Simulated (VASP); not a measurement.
# Re (P6/mmm) in VASP: a series of runs, part 2 of 2

VASP 6.6.1. Earlier steps stand in the parts before.

### 4 Single point, r2SCAN (16.13 Å³/atom)

This run uses another cell than the first one, of 16.13 Å³/atom.

Contents of POSCAR:

```
Re
1.0
    4.4685932136      0.0000000000      0.0000000000
   -2.2342966068      3.8699152421      0.0000000000
    0.0000000000      0.0000000000      2.7977472822
Re
3
Direct
    1.0000000000      1.0000000000      0.0000000000
    0.3333333333      0.6666666667      0.5000000000
    0.6666666667      0.3333333333      0.5000000000
```

Contents of INCAR.step1:

```
  PREC = Accurate
  ENCUT = 550
  ISMEAR = -1
  SIGMA = 0.1
  LREAL = False
  LASPH = True
  NELM = 120
  NBANDS = 30
  GGA = PE
  ALGO = Normal
  EDIFF = 1E-5
  LWAVE = True
  LCHARG = False
  GGA_COMPAT = False
```

Contents of INCAR.step2:

```
  PREC = Accurate
  ENCUT = 550
  EDIFF = 1E-6
  ISMEAR = -1
  SIGMA = 0.1
  LREAL = False
  LASPH = True
  NELM = 120
  ALGO = Normal
  ISIF = 2
  LWAVE = False
  LCHARG = False
  METAGGA = R2SCAN
  LMIXTAU = True
  NBANDS = 30
  ISTART = 1
  GGA_COMPAT = False
```

Contents of KPOINTS:

```
Automatic mesh
0
Gamma
  10 10 13
```

Potentials or basis: VASP PAW PBE potentials, release 64 (Re_sv_GW).

Launch:

```console
$ cat potpaw_PBE.64/Re_sv_GW/POTCAR > POTCAR
$ cp INCAR.step1 INCAR
$ mpirun -np 1 vasp_std > vasp.out
$ cp INCAR.step2 INCAR
$ mpirun -np 1 vasp_std > vasp.out
```

OUTCAR:

```text
PREC = Accurate
   ENCUT = 550
   EDIFF = 1E-6
   ISMEAR = -1
   LREAL = False
   LASPH = True
   NELM = 120
   ISIF = 2
   METAGGA = R2SCAN
   ISTART = 1

 ion  position               nearest neighbor table
   1  0.000  0.000  0.000-   2 2.93   3 2.93   2 2.93   3 2.93   2 2.93   2 2.93   3 2.93   3 2.93
                             3 2.93   3 2.93   2 2.93   2 2.93
   2  0.333  0.667  0.500-   3 2.58   3 2.58   3 2.58   1 2.93   1 2.93   1 2.93   1 2.93   1 2.93
                             1 2.93
   3  0.667  0.333  0.500-   2 2.58   2 2.58   2 2.58   1 2.93   1 2.93   1 2.93   1 2.93   1 2.93
                             1 2.93

  LATTYP: Found a hexagonal cell.
 ALAT       =     4.4685932136
 C/A-ratio  =     0.6260912883

  Lattice vectors:

 A1 = (   4.4685932136,   0.0000000000,   0.0000000000)
 A2 = (  -2.2342966068,   3.8699152421,   0.0000000000)
 A3 = (   0.0000000000,   0.0000000000,   2.7977472822)

Analysis of symmetry for initial positions (statically):
=====================================================================
 Subroutine PRICEL returns:
 Original cell was already a primitive cell.

 Routine SETGRP: Setting up the symmetry group for a
 hexagonal supercell.

 Subroutine GETGRP returns: Found 24 space group operations
 (whereof 24 operations were pure point group operations)
 out of a pool of 24 trial point group operations.

The static configuration has the point symmetry D_6h.

Analysis of symmetry for dynamics (positions and initial velocities):
=====================================================================
 Subroutine PRICEL returns:
 Original cell was already a primitive cell.

 Routine SETGRP: Setting up the symmetry group for a
 hexagonal supercell.

 Subroutine GETGRP returns: Found 24 space group operations
 (whereof 24 operations were pure point group operations)
 out of a pool of 24 trial point group operations.

The dynamic configuration has the point symmetry D_6h.

 Subroutine INISYM returns: Found 24 space group operations
 (whereof 24 operations are pure point group operations),
 and found     1 'primitive' translations

----------------------------------------------------------------------------------------

                                     Primitive cell

  volume of cell :      48.3817

  direct lattice vectors                    reciprocal lattice vectors
     4.468593214  0.000000000  0.000000000     0.223784075  0.129201796  0.000000000
    -2.234296607  3.869915242  0.000000000     0.000000000  0.258403592  0.000000000
     0.000000000  0.000000000  2.797747282     0.000000000  0.000000000  0.357430425

  length of vectors
     4.468593214  4.468593214  2.797747282     0.258403592  0.258403592  0.357430425

  position of ions in fractional coordinates (direct lattice)
     0.000000000  0.000000000  0.000000000
     0.333333333  0.666666667  0.500000000
     0.666666667  0.333333333  0.500000000

  ion indices of the primitive-cell ions
   primitive index   ion index
                 1           1
                 2           2
                 3           3

----------------------------------------------------------------------------------------

 KPOINTS: Automatic mesh

Automatic generation of k-mesh.
 Grid dimensions read from file:
 generate k-points for:   10   10   13

 Generating k-lattice:

  Cartesian coordinates                     Fractional coordinates (reciprocal lattice)
     0.022378408  0.012920180  0.000000000     0.100000000  0.000000000  0.000000000
     0.000000000  0.025840359  0.000000000     0.000000000  0.100000000  0.000000000
     0.000000000  0.000000000  0.027494648     0.000000000  0.000000000  0.076923077

  Length of vectors
     0.025840359  0.025840359  0.027494648

  Shift w.r.t. Gamma in fractional coordinates (k-lattice)
     0.000000000  0.000000000  0.000000000

 Subroutine IBZKPT returns following result:
 ===========================================

 Found     98 irreducible k-points:

 Following reciprocal coordinates:
            Coordinates               Weight
  0.000000  0.000000  0.000000      1.000000
  0.100000  0.000000  0.000000      6.000000
  0.200000  0.000000  0.000000      6.000000
  0.300000  0.000000  0.000000      6.000000
  0.400000  0.000000  0.000000      6.000000
  0.500000  0.000000  0.000000      3.000000
[... 16 lines left out ...]
  0.300000  0.100000  0.076923     24.000000
  0.400000  0.100000  0.076923     24.000000
 [... further k-points ...]
   k-points           NKPTS =     98   k-points in BZ     NKDIM =     98   number of bands    NBANDS=     30
   number of dos      NEDOS =    301   number of ions     NIONS =      3
   total plane-waves  NPLWV =  31104
   dimension x,y,z NGX =    36 NGY =   36 NGZ =   24
   dimension x,y,z NGXF=    72 NGYF=   72 NGZF=   48
   ions per type =               3
   NGX,Y,Z   is equivalent  to a cutoff of  13.39, 13.39, 14.26 a.u.
   NGXF,Y,Z  is equivalent  to a cutoff of  26.79, 26.79, 28.52 a.u.
 SYSTEM =  unknown system
   PREC   = accura    normal or accurate (medium, high low for compatibility)
   ISTART =      1    job   : 0-new  1-cont  2-samecut
   ICHARG =      0    charge: 1-file 2-atom 10-const
   ISPIN  =      1    spin polarized calculation?
   LNONCOLLINEAR =      F non collinear calculations
   LSORBIT =      F    spin-orbit coupling
   LASPH  =      T    aspherical Exc in radial PAW
   ENCUT  =  550.0 eV  40.42 Ry    6.36 a.u.   8.54  8.54  5.35*2*pi/ulx,y,z
   NELM   =    120;   NELMIN=  2; NELMDL=  0     # of ELM steps
   EDIFF  = 0.1E-05   stopping-criterion for ELM
   LREAL  =      F    real-space projection
   EDIFFG = 0.1E-04   stopping-criterion for IOM
   NSW    =      0    number of steps for IOM
   IBRION =     -1    ionic relax: 0-MD 1-quasi-New 2-CG
   NFREE  =      0    steps in history (QN), initial steepest desc. (CG)
   ISIF   =      2    stress and relaxation
   ISYM   =      2    0-nonsym 1-usesym 2-fastsym
   POTIM  = 0.5000    time-step for ionic-motion
   TEBEG  =    0.0;   TEEND  =   0.0 temperature during run
   PSTRESS=    0.0 pullay stress
   NELECT =      45.0000    total number of electrons
   NUPDOWN=      -1.0000    fix difference up-down
   EMIN   =  10.00;   EMAX   =-10.00  energy-range for DOS
   EFERMI =   0.00;   METHOD = LEGACY
   ISMEAR =    -1;   SIGMA  =   0.10  broadening in eV -4-tet -1-fermi 0-gaus
   EFERMI_NEDOS =   21; number of points for ismear=-14 and -15
   IALGO  =     38    algorithm
   IMIX   =      4    mixing-type and parameters
     AMIX     =   0.40;   BMIX     =  1.00
     AMIX_MAG =   1.60;   BMIX_MAG =  1.00
  volume/ion in A,a.u.               =      16.13       108.83
  Fermi-wavevector in a.u.,A,eV,Ry     =   1.598032  3.019842 34.745274  2.553706
  Thomas-Fermi vector in A             =   2.695545
   LORBIT       =      0    0 simple, 1 ext, 2 COOP (PROOUT), +10 PAW based schemes
   METAGGA = R2SCAN    functional components
   LHFCALC =     F    Hartree Fock is set to
   AEXX    =    0.0000 exact exchange contribution
   IVDW    =     0    specifies the selected vdW correction
   LEPSILON=     F    determine dielectric tensor
   LRPA    =     F    only Hartree local field effects (RPA)
 non-spin polarized calculation
  energy-cutoff  :      550.00
  volume of cell :       48.38
 maximum number of plane-waves:      1433
 NGX is ok and might be reduce to    36
   NGX = 17   NGY = 17   NGZ = 11

 number of electron      44.9999999 magnetization

 Free energy of the ion-electron system (eV)
  ---------------------------------------------------
  ext. energy  EPLUGINS =         0.00000000
  ---------------------------------------------------
  free energy    TOTEN  =      -161.50572931 eV

  energy without entropy =     -161.43004360  energy(sigma->0) =     -161.46788645

 E-fermi :  11.4052     XC(G=0): -14.9567

 val. band max:       11.3951286774   @ k =   0.1000   0.0000   0.2308
 cond. band min:      11.4155274741   @ k =   0.2000   0.2000   0.2308
 fundamental gap:      0.0203987967
 Fermi energy:        11.4052052250

 k-point     1 :       0.0000    0.0000    0.0000
  band No.  band energies     occupation
      1     -70.6280      2.00000
      2     -70.5491      2.00000
      3     -70.4559      2.00000
      4     -32.0538      2.00000
      5     -32.0538      2.00000
      6     -31.7708      2.00000
[... 781 lines left out ...]
     29      14.9921      0.00000
     30      15.7962      0.00000

 [... further k-points ...]

------------------------ aborting loop because EDIFF is reached ----------------------------------------

  FORCE on cell =-STRESS in cart. coord.  units (eV):
  Direction    XX          YY          ZZ          XY          YZ          ZX
  --------------------------------------------------------------------------------------
  -------------------------------------------------------------------------------------
  Total       -8.0470938     -8.0470938     -7.4714372      0.0000000     -0.0000000      0.0000000
  in kB     -266.4826183   -266.4826182   -247.4195302      0.0000000     -0.0000000      0.0000000
  external PRESSURE =    -260.1282556 kB  Pullay stress =       0.0000000 kB

 VOLUME and BASIS-vectors are now :
 -----------------------------------------------------------------------------
  energy-cutoff  :      550.00
  volume of cell :       48.38
      direct lattice vectors                 reciprocal lattice vectors
     4.468593214  0.000000000  0.000000000     0.223784075  0.129201796  0.000000000
    -2.234296607  3.869915242  0.000000000     0.000000000  0.258403592  0.000000000
     0.000000000  0.000000000  2.797747282     0.000000000  0.000000000  0.357430425

 POSITION                                       TOTAL-FORCE (eV/Angst)
 -----------------------------------------------------------------------------------
      0.00000      0.00000      0.00000         0.000000      0.000000     -0.000000
     -0.00000      2.57994      1.39887         0.000000      0.000000      0.000000
      2.23430      1.28997      1.39887        -0.000000      0.000000     -0.000000
 -----------------------------------------------------------------------------------
    total drift:                                0.000000     -0.000000     -0.000000

  FREE ENERGIE OF THE ION-ELECTRON SYSTEM (eV)
  ---------------------------------------------------
  free  energy   TOTEN  =      -161.5057293050 eV

  energy  without entropy=     -161.4300435961  energy(sigma->0) =     -161.46788645
```

Wall time 12 min (1 thread of Intel Xeon Platinum 8375C at 2.90GHz (Ice Lake), shared host); peak memory 0.27 GiB.

Results:

```yaml
Free_energy: -161.5057 eV
Pressure: -26.0 GPa
Band_gap_on_the_k_mesh: zero (an odd number of electrons rules out a gap without spin polarisation)
```

Levels at points of the mesh, in eV from the Fermi level:
| k point | band 20 | band 21 | band 22 | band 23 | band 24 | band 25 |
| --- | --- | --- | --- | --- | --- | --- |
| (0.00, 0.00, 0.00) | -1.80 | -0.71 | -0.71 | 0.17 | 0.17 | 0.18 |
| (0.50, 0.00, 0.00) | -1.72 | -1.26 | 0.41 | 0.42 | 0.70 | 1.94 |

Caveat: the cell stands under tension; the PAW data sets were made with another functional, which shifts forces and pressure a little; spin-orbit coupling is left out, which moves the levels of the heavy elements.

### 5 Overview

| cell | gap on the mesh (eV) | pressure (GPa) |
| --- | --- | --- |
| a = 4.355, b = 4.355, c = 2.727 Å, angles 90.0, 90.0, 120.0°, 3 atoms | none | -2.0 |
| a = 4.236, b = 4.236, c = 2.652 Å, angles 90.0, 90.0, 120.0°, 3 atoms | none | 34.9 |
| a = 4.469, b = 4.469, c = 2.798 Å, angles 90.0, 90.0, 120.0°, 3 atoms | none | -26.0 |

Alike in all rows: task single point; level r2SCAN; potentials or basis VASP PAW PBE potentials, release 64 (Re_sv_GW); no spin polarisation; k mesh 10 × 10 × 13; cutoff (eV) 550; smearing fermi-dirac 0.1 eV.

Caveats: the PAW data sets were made with another functional, which shifts forces and pressure a little; spin-orbit coupling is left out, which moves the levels of the heavy elements; the cell stands under pressure (at least some runs); the cell stands under tension (at least some runs).

Absolute energies hang on the potentials; compare differences alone.
